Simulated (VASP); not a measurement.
The system is MgO.

```
Mg O
1.0
     0.09646    2.09036    2.09036
     2.09036    0.09646    2.09036
     2.09036    2.09036    0.09646
Mg O
1 1
Direct
  0.00000 0.00000 0.00000
  0.50000 0.50000 0.50000
```

This cell differs from its parent crystal: epitaxial 111 strain -5.2%.

Base run:

* Program: VASP 6.6.1
* Functional: r2SCAN
* Potentials or basis: VASP PAW PBE potentials, release 64 (Mg, O)
* Cutoff: 520 eV
* k mesh: 10 × 10 × 10
* Occupations: gaussian, width 0.01 eV
* Spin: no spin polarisation

Its results: band gap on the k mesh 6.28 eV, direct; pressure 16.6 GPa.

**Question.** The run is repeated on the same cell with these changes: potentials or basis from VASP PAW PBE potentials, release 64 (Mg, O) to VASP PAW PBE potentials, release 64 (Mg_sv, O); cutoff from 520 eV to 660 eV; further incar settings from ALGO = Normal; EDIFF = 1e-06; NBANDS = 11 to ALGO = Normal; EDIFF = 1e-06; NBANDS = 15; valence electrons from 8 to 16. What comes out?

**Answer.** Band gap on the k mesh 6.33 eV, direct; pressure 17.5 GPa.

Caveats: the PAW data sets were made with another functional, which shifts forces and pressure a little.

